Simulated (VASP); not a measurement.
Wanted: the native input for a VASP 6.6.1 run.

```yaml
Task: single point
Functional: PBE
Potentials_or_basis: VASP PAW PBE potentials, release 64 (C, N, H)
Cutoff: 520 eV
k_mesh: 1 × 1 × 1
Occupations: fermi-dirac, width 0.05 eV
Spin: no spin polarisation
Dipole_correction: no
Further_INCAR_settings: LREAL = Auto; ALGO = Normal; EDIFF = 1e-06; NBANDS = 72
```

The structure of H3C2N lies in POSCAR:

```
H3C2N
1.0
    8.0517480000      0.0000000000      0.0000000000
    0.0000000000      8.0517480000      0.0000000000
    0.0000000000      0.0000000000      8.0517480000
C N H
12 6 18
Direct
    0.8307512853      0.8176733797      0.8903035713
    0.7396033756      0.9770425006      0.9491603562
    0.0863663393      0.3447201775      0.8771511478
    0.2092961677      0.2223989126      0.9173908572
    0.3303257876      0.6388302267      0.5152421561
    0.3866986398      0.5915734074      0.7037850663
    0.1259105476      1.0007640577      0.3048033793
    0.0640109452      0.9755521410      0.4713510656
    0.6446550488      0.1384544077      0.5073059912
    0.7738319679      0.2817400644      0.5258237093
    0.6428541976      0.4712020297      0.1371130840
    0.8059367978      0.5499178563      0.1438818006
    0.6970908677      1.1089393260      0.9879469651
    0.3147391101      0.1298972596      0.9618284129
    0.3963859773      0.5670073132      0.8425002869
    0.0266525977      0.9297360027      0.6034093466
    0.8720094071      0.3790357075      0.5366660755
    0.9500048933      0.5644240232      0.1757754962
    0.8283542903      0.8255474463      0.7514517345
    0.9616793770      0.8029560786      0.9144722363
    0.7685039323      0.7146522718      0.8913095641
   -0.0275219741      0.2917751524      0.9204585141
    0.1172788816      0.4462757652      0.9639521754
    0.0737107023      0.3961748430      0.7588165949
    0.4158600095      0.5687212267      0.4189028271
    0.2014469405      0.6557582279      0.4881424506
    0.3837303403      0.7640576928      0.4797964367
    0.0668798874      1.0890678645      0.2297389337
    0.2599187158      1.0347318371      0.3008290871
    0.1251653678      0.8734004095      0.2496973328
    0.5282828027      0.1977458808      0.5270780953
    0.6631479276      0.0686931583      0.3960009677
    0.6422456341      0.0714006449      0.6336512270
    0.6122273077      0.3881641601      0.0241438257
    0.6792189721      0.3603937928      0.2186854333
    0.5688578430      0.5401187419      0.2288198786
```

The input as run:

INCAR

```
ALGO = Normal ; EDIFF = 1E-6
ENCUT = 520 ; GGA = PE
GGA_COMPAT = False ; ISIF = 2
ISMEAR = -1 ; LASPH = True
LCHARG = False ; LREAL = Auto
LWAVE = False ; NBANDS = 72
NELM = 120 ; PREC = Accurate
SIGMA = 0.05
```

KPOINTS

```
k-points
0
Gamma
  1 1 1
```

Potentials or basis: VASP PAW PBE potentials, release 64 (C, N, H).

The run is started by

```sh
$ cat potpaw_PBE.64/C/POTCAR potpaw_PBE.64/N/POTCAR potpaw_PBE.64/H/POTCAR > POTCAR
$ mpirun -np 1 vasp_gam > vasp.out
```

Results of the run:

```
Pressure               : 0.5 GPa
Largest force          : 9.089 eV/Å
Band gap on the k mesh : 5.38 eV
```

Caveat: the k points lie up to 0.78 Å⁻¹ apart; the atoms stand as in a frame of molecular dynamics.

It took 51 s on 1 thread of AMD EPYC 9R14 (Zen 4), with other jobs on the host, peak memory 0.44 GiB.
